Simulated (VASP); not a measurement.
Write the native input for VASP 6.6.1 that does the following.

* Task: single point
* Functional: PBEsol
* Potentials or basis: VASP PAW PBE potentials, release 64 (Si, Ge_d)
* Cutoff: 520 eV
* k mesh: 8 × 8 × 8
* Occupations: gaussian, width 0.03 eV
* Spin: no spin polarisation
* Dipole correction: no
* Further INCAR settings: ALGO = Normal; EDIFF = 1e-07; NBANDS = 31

The structure of Si7Ge lies in POSCAR:

```
Si7Ge
1.0
    4.9477269941      0.0000000000      0.0000000000
    0.0000000000      4.9477269941      0.0000000000
    0.0000000000      0.0000000000      5.5820255947
Si Ge
7 1
Direct
    0.2525986838      0.2525986838      0.2525986838
    0.0000000000      0.5000000000      0.5000000000
    0.5000000000      0.5000000000      0.0000000000
    0.5000000000      0.0000000000      0.5000000000
    0.7474013162      0.2525986838      0.7474013162
    0.7474013162      0.7474013162      0.2525986838
    0.2525986838      0.7474013162      0.7474013162
    0.0000000000      0.0000000000      0.0000000000
```

This cell differs from its parent crystal: volume 17.081 Å^3 an atom, c/a of the conventional cell 1.1282.

The input as run:

INCAR

```
PREC     = Accurate       # precision mode
ENCUT    = 520            # plane-wave cutoff, eV
EDIFF    = 1E-7           # SCF threshold, eV
ISMEAR   = 0              # smearing method
SIGMA    = 0.03           # smearing width, eV
LREAL    = F              # projectors in reciprocal space
LASPH    = T              # aspherical terms in the spheres
NELM     = 60             # most SCF steps
ALGO     = Normal         # electronic algorithm
ISIF     = 2              # what is computed and relaxed
LWAVE    = F              # write WAVECAR
LCHARG   = T              # write CHGCAR
GGA      = PS             # functional
LELF     = T              # ELF
LVHAR    = T            
NBANDS   = 31             # bands
```

KPOINTS

```
Automatic mesh
0
Gamma
  8 8 8
```

Potentials or basis: VASP PAW PBE potentials, release 64 (Si, Ge_d).

Launch:

```sh
$ cat potpaw_PBE.64/Si/POTCAR potpaw_PBE.64/Ge_d/POTCAR > POTCAR
$ mpirun -np 1 vasp_std > vasp.out
```

It gave:

```
Pressure               : 21.8 GPa
Largest force          : 0.070 eV/Å
Band gap on the k mesh : zero (band 21 reaches 7.83 eV, above the bottom of band 22 at 7.41 eV)
```

Caveat: the PAW data sets were made with another functional, which shifts forces and pressure a little.

It took 6.8 min on 1 thread of AMD EPYC 7R13, with other jobs on the host, peak memory 0.38 GiB.
